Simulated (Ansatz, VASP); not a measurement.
LiH: VASP beside Ansatz

```
Li H
1.0
     0.00000    2.14512    2.14512
     2.14512    0.00000    2.14512
     2.14512    2.14512    0.00000
Li H
1 1
Direct
  0.00000 0.00000 0.00000
  0.25000 0.25000 0.25000
```

Alike in both runs: task single point; functional HSE06; k mesh 8 × 8 × 8; no spin polarisation.

```csv
,VASP,Ansatz
version,VASP 6.6.1,Ansatz 0.2.0
potentials or method,"VASP PAW PBE potentials, release 64 (Li_sv, H)","plane waves, PAW"
plane-wave cutoff (eV),520,420
occupations,"gaussian, width 0.01 eV",fixed
valence electrons in the cell,4,4
```

|  | VASP | Ansatz | Ansatz less VASP |
| --- | --- | --- | --- |
| gap on the k mesh at the Fermi level (eV) | 5.24 | 5.25 | 0.000 |

Ansatz's warnings: stress exchange threshold loose, stress scf threshold loose.

Noted on VASP's run: the cutoff is short for stress, so the pressure is rough.
